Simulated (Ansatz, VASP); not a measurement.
## One calculation of InSb, two programs

```
CELL_PARAMETERS angstrom
0.00000 3.01861 3.01861
3.01861 0.00000 3.01861
3.01861 3.01861 0.00000
ATOMIC_POSITIONS crystal
In 0.00000 0.00000 0.00000
Sb 0.50000 0.50000 0.50000
```

Alike in both runs: functional PBEsol; k mesh 12 × 12 × 12; occupations gaussian, width 0.1 eV; no spin polarisation.

Ansatz relaxed the structure, and its values are those at the end. VASP's run is a single point on that final structure, the one shown.

|  | VASP | Ansatz |
| --- | --- | --- |
| version | VASP 6.6.1 | Ansatz 0.2.0 |
| potentials or method | VASP PAW PBE potentials, release 64 (In_d, Sb), cutoff 520 eV | scalar-relativistic, plane waves, PAW |
| valence electrons in the cell | 18 | 28 |

VASP gave:

| Quantity | Value |
| --- | --- |
| gap on the k mesh at the Fermi level (eV) | none |
| pressure (GPa) | 0.1 |

Estimate Ansatz's values.

gap on the k mesh at the Fermi level (eV): none; pressure (GPa): 0.0.

VASP's potentials were made for PBE, not for PBEsol, and Ansatz warns of the same on its side. A gap of «none» marks a metal or a gap that the smearing closes. VASP's potentials hold 18 valence electrons a cell and Ansatz's 28, so a difference there can come from the potentials and not from the codes.

Spin-orbit coupling is off throughout.
